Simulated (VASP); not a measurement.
# Sn (Immm) in VASP: single point with r2SCAN

Aim: the single point of Sn with r2SCAN.

All numbers are computed with VASP 6.6.1; they aren't measurements. Logs are shortened: lines on timing, memory, paths and dates and some standing lists are left out, and cuts for length are marked.

## 1. The cell of the first run

The structure is orthorhombic, space group Immm (No. 71). The conventional cell has a = 3.453 Å, b = 3.551 Å, c = 4.443 Å, α = 90.00°, β = 90.00°, γ = 90.00°. Within 4.4 Å of Sn (site symmetry mmm) lie 12 Sn at 3.33 to 3.55 Å.

## 2. Single point, r2SCAN (strain +0.000 along x and y, -0.050 along z)

Input file POSCAR:

```
Sn
1.0
   -1.7265390000      1.7755470000      2.2214249000
    1.7265390000     -1.7755470000      2.2214249000
    1.7265390000      1.7755470000     -2.2214249000
Sn
1
Direct
    0.0000000000      0.0000000000      0.0000000000
```

Input file INCAR.step1:

```
SYSTEM = Sn
ALGO = Normal
EDIFF = 1E-4
ENCUT = 520
GGA = PE
ISMEAR = 0
LASPH = .True.
LCHARG = .False.
LREAL = .False.
LWAVE = .True.
NBANDS = 13
NELM = 100
PREC = Accurate
SIGMA = 0.15
```

Input file INCAR.step2:

```
SYSTEM = Sn
ALGO = Normal
EDIFF = 1E-6
ENCUT = 520
ISIF = 2
ISMEAR = 0
ISTART = 1
LASPH = .True.
LCHARG = .False.
LMIXTAU = .True.
LREAL = .False.
LWAVE = .False.
METAGGA = R2SCAN
NBANDS = 13
NELM = 100
PREC = Accurate
SIGMA = 0.15
```

Input file KPOINTS:

```
k-points
0
Gamma
  20 20 20
  0 0 0
```

Potentials or basis: VASP PAW PBE potentials, release 64 (Sn_d).

Started as:

```bash
cat potpaw_PBE.64/Sn_d/POTCAR > POTCAR
cp INCAR.step1 INCAR
mpirun -np 1 vasp_std > vasp.out
cp INCAR.step2 INCAR
mpirun -np 1 vasp_std > vasp.out
```

OUTCAR:

```text
SYSTEM = Sn
   EDIFF = 1E-6
   ENCUT = 520
   ISIF = 2
   ISMEAR = 0
   ISTART = 1
   LASPH = .True.
   LREAL = .False.
   METAGGA = R2SCAN
   NELM = 100
   PREC = Accurate

 ion  position               nearest neighbor table
   1  0.000  0.000  0.000-

  LATTYP: Found a body centered orthorhombic cell.
 ALAT       =     3.4530780000
 B/A-ratio  =     1.0283851103
 C/A-ratio  =     1.2866346489

  Lattice vectors:

 A1 = (  -1.7265390000,   1.7755470000,   2.2214249000)
 A2 = (   1.7265390000,  -1.7755470000,   2.2214249000)
 A3 = (   1.7265390000,   1.7755470000,  -2.2214249000)

Analysis of symmetry for initial positions (statically):
=====================================================================
 Subroutine PRICEL returns:
 Original cell was already a primitive cell.

 Routine SETGRP: Setting up the symmetry group for a
 body centered orthorhombic supercell.

 Subroutine GETGRP returns: Found  8 space group operations
 (whereof  8 operations were pure point group operations)
 out of a pool of  8 trial point group operations.

The static configuration has the point symmetry D_2h.

Analysis of symmetry for dynamics (positions and initial velocities):
=====================================================================
 Subroutine PRICEL returns:
 Original cell was already a primitive cell.

 Routine SETGRP: Setting up the symmetry group for a
 body centered orthorhombic supercell.

 Subroutine GETGRP returns: Found  8 space group operations
 (whereof  8 operations were pure point group operations)
 out of a pool of  8 trial point group operations.

The dynamic configuration has the point symmetry D_2h.

 Subroutine INISYM returns: Found  8 space group operations
 (whereof  8 operations are pure point group operations),
 and found     1 'primitive' translations

----------------------------------------------------------------------------------------

                                     Primitive cell

  volume of cell :      27.2396

  direct lattice vectors                    reciprocal lattice vectors
    -1.726539000  1.775547000  2.221424900     0.000000000  0.281603359  0.225080758
     1.726539000 -1.775547000  2.221424900     0.289596702  0.000000000  0.225080758
     1.726539000  1.775547000 -2.221424900     0.289596702  0.281603359  0.000000000

  length of vectors
     3.326895348  3.326895348  3.326895348     0.360502149  0.366780039  0.403938983

  position of ions in fractional coordinates (direct lattice)
     0.000000000  0.000000000  0.000000000

  ion indices of the primitive-cell ions
   primitive index   ion index
                 1           1

----------------------------------------------------------------------------------------

 KPOINTS: k-points

Automatic generation of k-mesh.
 Grid dimensions read from file:
 generate k-points for:   20   20   20

 Generating k-lattice:

  Cartesian coordinates                     Fractional coordinates (reciprocal lattice)
     0.000000000  0.014080168  0.011254038     0.050000000  0.000000000 -0.000000000
     0.014479835  0.000000000  0.011254038     0.000000000  0.050000000  0.000000000
     0.014479835  0.014080168  0.000000000    -0.000000000  0.000000000  0.050000000

  Length of vectors
     0.018025107  0.018339002  0.020196949

  Shift w.r.t. Gamma in fractional coordinates (k-lattice)
     0.000000000  0.000000000  0.000000000

 Subroutine IBZKPT returns following result:
 ===========================================

 Found   1166 irreducible k-points:

 Following reciprocal coordinates:
            Coordinates               Weight
  0.000000  0.000000  0.000000      1.000000
  0.050000  0.000000  0.000000      4.000000
  0.100000  0.000000 -0.000000      4.000000
  0.150000  0.000000 -0.000000      4.000000
  0.200000  0.000000 -0.000000      4.000000
  0.250000  0.000000  0.000000      4.000000
[... 16 lines left out ...]
 -0.450000  0.050000  0.000000      8.000000
 -0.400000  0.050000  0.000000      8.000000
 [... further k-points ...]
   k-points           NKPTS =   1166   k-points in BZ     NKDIM =   1166   number of bands    NBANDS=     13
   number of dos      NEDOS =    301   number of ions     NIONS =      1
   total plane-waves  NPLWV =  21952
   dimension x,y,z NGX =    28 NGY =   28 NGZ =   28
   dimension x,y,z NGXF=    56 NGYF=   56 NGZF=   56
   ions per type =               1
   NGX,Y,Z   is equivalent  to a cutoff of  13.99, 13.99, 13.99 a.u.
   NGXF,Y,Z  is equivalent  to a cutoff of  27.98, 27.98, 27.98 a.u.
 SYSTEM =  Sn
   PREC   = accura    normal or accurate (medium, high low for compatibility)
   ISTART =      1    job   : 0-new  1-cont  2-samecut
   ICHARG =      0    charge: 1-file 2-atom 10-const
   ISPIN  =      1    spin polarized calculation?
   LNONCOLLINEAR =      F non collinear calculations
   LSORBIT =      F    spin-orbit coupling
   LASPH  =      T    aspherical Exc in radial PAW
   ENCUT  =  520.0 eV  38.22 Ry    6.18 a.u.   6.19  6.19  6.19*2*pi/ulx,y,z
   NELM   =    100;   NELMIN=  2; NELMDL=  0     # of ELM steps
   EDIFF  = 0.1E-05   stopping-criterion for ELM
   LREAL  =      F    real-space projection
   EDIFFG = 0.1E-04   stopping-criterion for IOM
   NSW    =      0    number of steps for IOM
   IBRION =     -1    ionic relax: 0-MD 1-quasi-New 2-CG
   NFREE  =      0    steps in history (QN), initial steepest desc. (CG)
   ISIF   =      2    stress and relaxation
   ISYM   =      2    0-nonsym 1-usesym 2-fastsym
   POTIM  = 0.5000    time-step for ionic-motion
   TEBEG  =    0.0;   TEEND  =   0.0 temperature during run
   PSTRESS=    0.0 pullay stress
   NELECT =      14.0000    total number of electrons
   NUPDOWN=      -1.0000    fix difference up-down
   EMIN   =  10.00;   EMAX   =-10.00  energy-range for DOS
   EFERMI =   0.00;   METHOD = LEGACY
   ISMEAR =     0;   SIGMA  =   0.15  broadening in eV -4-tet -1-fermi 0-gaus
   EFERMI_NEDOS =   21; number of points for ismear=-14 and -15
   IALGO  =     38    algorithm
   IMIX   =      4    mixing-type and parameters
     AMIX     =   0.40;   BMIX     =  1.00
     AMIX_MAG =   1.60;   BMIX_MAG =  1.00
  volume/ion in A,a.u.               =      27.24       183.82
  Fermi-wavevector in a.u.,A,eV,Ry     =   1.311346  2.478085 23.396980  1.719630
  Thomas-Fermi vector in A             =   2.441814
   LORBIT       =      0    0 simple, 1 ext, 2 COOP (PROOUT), +10 PAW based schemes
   METAGGA = R2SCAN    functional components
   LHFCALC =     F    Hartree Fock is set to
   AEXX    =    0.0000 exact exchange contribution
   IVDW    =     0    specifies the selected vdW correction
   LEPSILON=     F    determine dielectric tensor
   LRPA    =     F    only Hartree local field effects (RPA)
 non-spin polarized calculation
 Gauss-broadening in eV      SIGMA  =   0.15
  energy-cutoff  :      520.00
  volume of cell :       27.24
 maximum number of plane-waves:       752
 NGX is ok and might be reduce to    28
   NGX = 13   NGY = 13   NGZ = 13

 number of electron      14.0000001 magnetization

 Free energy of the ion-electron system (eV)
  ---------------------------------------------------
  ext. energy  EPLUGINS =         0.00000000
  ---------------------------------------------------
  free energy    TOTEN  =       -24.50884846 eV

  energy without entropy =      -24.50398327  energy(sigma->0) =      -24.50641587

 E-fermi :   8.0827     XC(G=0): -11.2603

 val. band max:        8.0820393718   @ k =  -0.3000  -0.3500   0.1500
 cond. band min:       8.0827485668   @ k =   0.5000  -0.4500   0.4000
 fundamental gap:      0.0007091951
 Fermi energy:         8.0827171194

 k-point     1 :       0.0000    0.0000    0.0000
  band No.  band energies     occupation
      1     -14.2401      2.00000
      2     -14.2235      2.00000
      3     -14.1717      2.00000
      4     -14.1685      2.00000
      5     -14.0905      2.00000
      6      -3.6455      2.00000
      7      16.0474      0.00000
      8      16.0519      0.00000
      9      16.6331      0.00000
     10      19.5057      0.00000
     11      19.9986      0.00000
     12      20.7109      0.00000
     13      20.9187      0.00000

 k-point     2 :       0.0500    0.0000    0.0000
  band No.  band energies     occupation
      1     -14.2383      2.00000
      2     -14.2211      2.00000
      3     -14.1708      2.00000
      4     -14.1685      2.00000
      5     -14.0912      2.00000
      6      -3.5918      2.00000
      7      15.3831      0.00000
      8      16.0120      0.00000
      9      16.4833      0.00000
     10      19.1097      0.00000
     11      20.4682      0.00000
     12      20.8835      0.00000
     13      21.5205      0.00000

 k-point     3 :       0.1000    0.0000   -0.0000
  band No.  band energies     occupation
      1     -14.2334      2.00000
      2     -14.2157      2.00000
      3     -14.1684      2.00000
      4     -14.1668      2.00000
      5     -14.0930      2.00000
      6      -3.4305      2.00000
      7      13.9371      0.00000
      8      15.9088      0.00000
      9      16.1069      0.00000
     10      18.8273      0.00000
     11      20.8511      0.00000
     12      21.1909      0.00000
     13      22.1221      0.00000

 k-point     4 :       0.1500    0.0000   -0.0000
  band No.  band energies     occupation
      1     -14.2266      2.00000
      2     -14.2115      2.00000
      3     -14.1683      2.00000
      4     -14.1560      2.00000
      5     -14.0949      2.00000
      6      -3.1615      2.00000
      7      12.2821      0.00000
      8      15.6282      0.00000
      9      15.7609      0.00000
     10      18.6524      0.00000
     11      20.9726      0.00000
     12      21.0729      0.00000
     13      21.7874      0.00000

 k-point     5 :       0.2000    0.0000   -0.0000
  band No.  band energies     occupation
      1     -14.2199      2.00000
      2     -14.2117      2.00000
      3     -14.1683      2.00000
      4     -14.1370      2.00000
      5     -14.0958      2.00000
      6      -2.7848      2.00000
      7      10.6125      0.00000
      8      15.1323      0.00000
      9      15.5930      0.00000
     10      18.5431      0.00000
     11      20.4161      0.00000
     12      20.6624      0.00000
     13      22.1782      0.00000
[... 257 lines left out ...]
 k-point    22 :       0.5000    0.0500    0.0000
  band No.  band energies     occupation
      1     -14.2307      2.00000
      2     -14.2137      2.00000
      3     -14.1724      2.00000
      4     -14.0699      2.00000
      5     -14.0303      2.00000
      6       0.8564      2.00000
      7       3.2792      2.00000
      8      13.0911      0.00000
      9      14.6289      0.00000
     10      18.4061      0.00000
     11      18.6951      0.00000
     12      19.7546      0.00000
     13      21.7366      0.00000

 k-point    23 :      -0.4500    0.0500    0.0000
  band No.  band energies     occupation
      1     -14.2295      2.00000
      2     -14.2126      2.00000
      3     -14.1718      2.00000
      4     -14.0724      2.00000
      5     -14.0383      2.00000
      6       0.2436      2.00000
      7       4.0845      2.00000
      8      13.2449      0.00000
      9      14.6116      0.00000
     10      18.2757      0.00000
     11      18.7865      0.00000
     12      19.6660      0.00000
     13      22.2074      0.00000

 k-point    24 :      -0.4000    0.0500    0.0000
  band No.  band energies     occupation
      1     -14.2269      2.00000
      2     -14.2112      2.00000
      3     -14.1704      2.00000
      4     -14.0782      2.00000
      5     -14.0529      2.00000
      6      -0.5275      2.00000
      7       5.2630      2.00000
      8      13.4848      0.00000
      9      14.6563      0.00000
     10      18.2071      0.00000
     11      18.9082      0.00000
     12      19.7412      0.00000
     13      22.7933      0.00000

 [... further k-points ...]
[... 5 lines left out ...]
  --------------------------------------------------------------------------------------
  -------------------------------------------------------------------------------------
  Total        0.0709966     -0.0042140     -0.0388916      0.0000000      0.0000000      0.0000000
  in kB        4.1758791     -0.2478570     -2.2875249      0.0000000      0.0000000      0.0000000
  external PRESSURE =       0.5468324 kB  Pullay stress =       0.0000000 kB

 VOLUME and BASIS-vectors are now :
 -----------------------------------------------------------------------------
  energy-cutoff  :      520.00
  volume of cell :       27.24
      direct lattice vectors                 reciprocal lattice vectors
    -1.726539000  1.775547000  2.221424900     0.000000000  0.281603359  0.225080758
     1.726539000 -1.775547000  2.221424900     0.289596702  0.000000000  0.225080758
     1.726539000  1.775547000 -2.221424900     0.289596702  0.281603359  0.000000000

 POSITION                                       TOTAL-FORCE (eV/Angst)
 -----------------------------------------------------------------------------------
      0.00000      0.00000      0.00000         0.000000      0.000000      0.000000
 -----------------------------------------------------------------------------------
    total drift:                               -0.000000     -0.000000     -0.000000

  FREE ENERGIE OF THE ION-ELECTRON SYSTEM (eV)
  ---------------------------------------------------
  free  energy   TOTEN  =       -24.5088484620 eV

  energy  without entropy=      -24.5039832721  energy(sigma->0) =      -24.50641587
```

Run time: 32 min. Hardware: 1 thread of Intel Xeon Platinum 8488C (Sapphire Rapids), shared host; peak memory 0.48 GiB.

What came out:

```yaml
Free_energy: -24.5088 eV
Pressure: 0.1 GPa
Band_gap_on_the_k_mesh: zero (band 7 reaches 16.05 eV, above the bottom of band 8 at 5.80 eV)
```

Caveat: the cell differs from its parent crystal (strain +0.000 along x and y, -0.050 along z); the PAW data sets were made with another functional, which shifts forces and pressure a little; spin-orbit coupling is left out, which moves the levels of the heavy elements.
